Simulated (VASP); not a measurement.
Here is a VASP 6.6.1 calculation.

File INCAR:

```
SYSTEM = Mg3BeS
ALGO     = Normal         ! electronic algorithm
EDIFF    = 1E-6           ! SCF threshold, eV
EDIFFG   = -0.04          ! ionic threshold
ENCUT    = 600            ! plane-wave cutoff, eV
GGA      = PE             ! functional
IBRION   = 2              ! ionic algorithm
ISIF     = 3              ! what is computed and relaxed
ISMEAR   = 0              ! smearing method
LASPH    = .TRUE.         ! aspherical terms in the spheres
LCHARG   = .FALSE.        ! write CHGCAR
LREAL    = .FALSE.        ! projectors in reciprocal space
LWAVE    = .FALSE.        ! write WAVECAR
NELM     = 80             ! most SCF steps
NSW      = 90             ! ionic steps
PREC     = Accurate       ! precision mode
SIGMA    = 0.1            ! smearing width, eV
```

File KPOINTS:

```
k-points
0
G
  4 4 4
  0 0 0
```

POSCAR

```
Mg3BeS
1.0
    3.9221466800      0.0000000000      0.0000000000
    0.0000000000      3.9221466800      0.0000000000
    0.0000000000      0.0000000000      5.0470628800
Mg Be S
3 1 1
Direct
    0.0000000000      0.5000000000      0.5147183500
    0.5000000000      0.5000000000      0.1158523300
    0.5000000000      0.0000000000      0.5147183500
    0.5000000000      0.5000000000      0.7044957900
    0.0000000000      0.0000000000      0.9921142500
```

Potentials or basis: VASP PAW PBE potentials, release 64 (Mg, Be, S).

Launch:

```sh
$ cat potpaw_PBE.64/Mg/POTCAR potpaw_PBE.64/Be/POTCAR potpaw_PBE.64/S/POTCAR > POTCAR
$ mpirun -np 1 vasp_std > vasp.out
```

Problem. Estimate the space group after relaxing (to 0.05 Å).

Solution. P4mm (No. 99).

Problem. What does it give for the relaxed cell?

Solution. a = 4.808 Å, b = 4.808 Å, c = 4.953 Å, α = 90.00°, β = 90.00°, γ = 90.00°.

Forces in eV/Å, atoms in the order of the input:
```
Mg   0.000  0.000 -0.016
Mg   0.000  0.000  0.005
Mg   0.000  0.000 -0.016
Be   0.000  0.000 -0.003
S    0.000  0.000  0.031
```

Caveat: the k points lie up to 0.33 Å⁻¹ apart in the final cell.
